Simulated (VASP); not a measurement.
GaSb3: single point with PBE+D3(BJ)

Crystal: GaSb3.

```xyz
4
Lattice="-0.0365 3.6479 3.6479 3.6479 -0.0365 3.6479 3.6114 3.6114 0.0000" Properties=species:S:1:pos:R:3 pbc="T T T"
Ga    0.0000    0.0000    0.0000
Sb    1.8057    1.8057    1.8239
Sb    5.4171    5.4171    5.4718
Sb    3.6114    3.6114    3.6479
```

This cell differs from its parent crystal: strain -0.0200 x Voigt [0, 0, 0, 0, 0, 1].

```
Program                : VASP 6.6.1
Task                   : single point
Functional             : PBE
Dispersion             : D3(BJ)
Potentials or basis    : VASP PAW PBE potentials, release 64 (Ga_d, Sb)
Cutoff                 : 520 eV
k mesh                 : 12 × 12 × 12
Occupations            : gaussian, width 0.15 eV
Spin                   : no spin polarisation
Dipole correction      : no
Further INCAR settings : ALGO = Normal; EDIFF = 1e-07; NBANDS = 22
```

```yaml
Pressure: 0.3 GPa
Largest_force: 0.065 eV/Å
Band_gap_on_the_k_mesh: zero (band 14 reaches 9.83 eV, above the bottom of band 15 at 5.71 eV)
Dispersion_energy_per_atom: -0.479 eV
```

Forces on the atoms (eV/Å):
```
Ga   0.000  0.000  0.000
Sb   0.000  0.000 -0.065
Sb   0.000  0.000  0.065
Sb   0.000  0.000  0.000
```

Stress tensor (GPa, compression positive):
```
0.31 0.61 0.00
0.61 0.31 0.00
0.00 0.00 0.35
```

Levels at points of the mesh, in eV from the Fermi level:
```tsv
k point	band 12	band 13	band 14	band 15	band 16	band 17
(0.00, 0.00, 0.00)	-2.68	-2.57	-2.55	-2.55	-0.81	-0.78
(0.50, 0.00, 0.00)	-2.79	-2.78	-0.20	0.14	2.09	2.24
(0.50, 0.50, 0.00)	0.90	1.11	1.25	1.26	1.96	2.09
(0.00, 0.00, 0.50)	-2.83	-2.83	-0.23	0.12	2.15	2.32
(0.50, 0.00, 0.50)	0.88	1.08	1.17	1.36	2.01	2.04
```

Wall time 15 min on 1 thread of Oxide Virtual Turin-like Processor (shared host), peak memory 0.64 GiB.

Caveat: the cell differs from its parent crystal (strain -0.0200 x Voigt [0, 0, 0, 0, 0, 1]); spin-orbit coupling is left out, which moves the levels of the heavy elements; pairwise dispersion overbinds metals, which lowers pressure and volume.
